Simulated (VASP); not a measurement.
YTl3Pb:

```
Y Tl Pb
1.0
     5.15874    0.00000    0.00000
     0.00000    5.15874    0.00000
     0.00000    0.00000    5.15874
Y Tl Pb
1 3 1
Cartesian
  0.0000 0.0000 0.0000
  0.0000 2.5794 2.5794
  2.5794 0.0000 2.5794
  2.5794 2.5794 0.0000
  2.5794 2.5794 2.5794
```

* Program: VASP 6.6.1
* Task: relaxation of cell and atoms
* Functional: PBE
* Potentials or basis: VASP PAW PBE potentials, release 64 (Y_sv, Tl_d, Pb_d)
* Cutoff: 600 eV
* k mesh: 4 × 4 × 4
* Occupations: gaussian, width 0.1 eV
* Spin: no spin polarisation

At the start: pressure 22.4 GPa; volume 27.46 Å³/atom.

Task: Where does the relaxation end?

Result: Over 4 steps the energy falls by 622.1 meV/atom and the volume is 41.09 Å³/atom (+49.7 %); space group Pm-3m (No. 221, to 0.1 Å) before and after.

The path:
```csv
step,energy change (eV),largest force (eV/Å),pressure (GPa),volume (Å³)
1,0.0000,0.0000,22.41,137.29
2,-2.9711,0.0000,-1.67,228.60
3,-3.1030,0.0000,0.51,199.56
4,-3.1103,0.0000,-0.10,205.47
```

Final structure:
```xyz
5
Lattice="5.9009 0.0000 0.0000 0.0000 5.9009 0.0000 0.0000 0.0000 5.9009" Properties=species:S:1:pos:R:3 pbc="T T T"
Y     0.0000    0.0000    0.0000
Tl    0.0000    2.9504    2.9504
Tl    2.9504    0.0000    2.9504
Tl    2.9504    2.9504    0.0000
Pb    2.9504    2.9504    2.9504
```

Caveat: the volume moved by over 15 % at a fixed basis, so the end points are rough.
